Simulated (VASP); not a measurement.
Input of a VASP 6.6.1 run:

File INCAR:

```
SYSTEM = Co
PREC = Accurate
ENCUT = 600
EDIFF = 1E-7
ISMEAR = 0
SIGMA = 0.1
LREAL = .False.
LASPH = .True.
NELM = 150
ALGO = Fast
ISIF = 3
LWAVE = .False.
LCHARG = .False.
ISPIN = 2
MAGMOM = 1.94
LORBIT = 11
LMAXMIX = 4
GGA = PS
IBRION = 2
NSW = 80
EDIFFG = -0.05
```

Contents of KPOINTS:

```
regular mesh
0
Gamma
  10 10 10
  0 0 0
```

Contents of POSCAR:

```
Co
1.0
    0.0000000000      1.7753339114      1.7753339114
    1.7753339114      0.0000000000      1.7753339114
    1.7753339114      1.7753339114      0.0000000000
Co
1
Direct
    0.0000000000      0.0000000000      0.0000000000
```

Potentials or basis: VASP PAW PBE potentials, release 64 (Co).

Run with:

```bash
$ cat potpaw_PBE.64/Co/POTCAR > POTCAR
$ mpirun -np 1 vasp_std > vasp.out
```

Question: Predict the relaxed cell.

Answer: a = 2.453 Å, b = 2.453 Å, c = 2.453 Å, α = 60.00°, β = 60.00°, γ = 60.00°.

Question: Estimate the site moments.

Answer: Co +1.67 μB.

Question: Predict the relaxed volume.

Answer: 10.44 Å³/atom.

Question: Estimate the space group after relaxing (to 0.05 Å).

Answer: Fm-3m (No. 225).

Final structure:
```xyz
1
Lattice="0.0000 1.7346 1.7346 1.7346 0.0000 1.7346 1.7346 1.7346 0.0000" Properties=species:S:1:pos:R:3 pbc="T T T"
Co    0.0000    0.0000    0.0000
```

Caveat: the PAW data sets were made with another functional, which shifts forces and pressure a little.
